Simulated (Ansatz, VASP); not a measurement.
## TePt in VASP and in Ansatz

File INCAR:

```
SYSTEM = TePt
ALGO     = Normal         ! electronic algorithm
EDIFF    = 1E-6           ! SCF threshold, eV
ENCUT    = 520            ! plane-wave cutoff, eV
GGA      = PS             ! functional
ISIF     = 2              ! what is computed and relaxed
ISMEAR   = 0              ! smearing method
LASPH    = .True.         ! aspherical terms in the spheres
LCHARG   = .False.        ! write CHGCAR
LREAL    = .False.        ! projectors in reciprocal space
LWAVE    = .False.        ! write WAVECAR
NBANDS   = 24             ! bands
NELM     = 60             ! most SCF steps
PREC     = Accurate       ! precision mode
SIGMA    = 0.15           ! smearing width, eV
```

File KPOINTS:

```
k-points
0
Gamma
  12 12 10
  0 0 0
```

Contents of POSCAR:

```
TePt
1.0
    3.9465598192      0.0000000000      0.0000000000
   -1.9732799096      3.4178210610      0.0000000000
    0.0000000000      0.0000000000      5.4460000000
Te Pt
2 2
Direct
    0.3333333333      0.6666666667      0.2500000000
    0.6666666667      0.3333333333      0.7500000000
    0.0000000000      0.0000000000      0.0000000000
    0.0000000000      0.0000000000      0.5000000000
```

Input for Ansatz:

```yaml
crystal:
  lattice:
    - [3.9465598192, 0.0, 0.0]
    - [-1.9732799096, 3.417821061, 0.0]
    - [0.0, 0.0, 5.446]
  atoms:
    - { symbol: Te, position: [0.3333333333, 0.6666666667, 0.25] }
    - { symbol: Te, position: [0.6666666667, 0.3333333333, 0.75] }
    - { symbol: Pt, position: [0.0, 0.0, 0.0] }
    - { symbol: Pt, position: [0.0, 0.0, 0.5] }
basis:
  ecutwfc: 420
kpoints:
  mp_grid: { grid: [12, 12, 10] }
hamiltonian:
  xc: pbesol
scf:
  occupations: { method: gaussian, width: 0.15 }
output:
  forces: true
  stress: true
  eigenvalues: true
```

Change from the starting cell: strain -0.040 along x and y, +0.000 along z, atoms carried along.

Alike in both runs: task single point; functional PBEsol; k mesh 12 × 12 × 10; occupations gaussian, width 0.15 eV; no spin polarisation.

|  | VASP | Ansatz |
| --- | --- | --- |
| version | VASP 6.6.1 | Ansatz 0.2.0 |
| potentials or method | VASP PAW PBE potentials, release 64 (Te, Pt), cutoff 520 eV | scalar-relativistic, plane waves, PAW |
| valence electrons in the cell | 32 | 68 |

```tsv
	VASP	Ansatz	Ansatz less VASP
gap on the k mesh at the Fermi level (eV)	none	none	-
pressure (GPa)	30.5	30.5	-0.05
traceless stress, the component that is largest in VASP (GPa)	-3.47	-3.44	+0.027
```

VASP's potentials were made for PBE, not for PBEsol. A gap of «none» marks a metal or a gap that the smearing closes. Both programs put the cell under a high pressure, so it lies far from rest at this level. VASP's potentials hold 32 valence electrons a cell and Ansatz's 68, so a difference there can come from the potentials and not from the codes.

Neither program's run includes spin-orbit coupling.
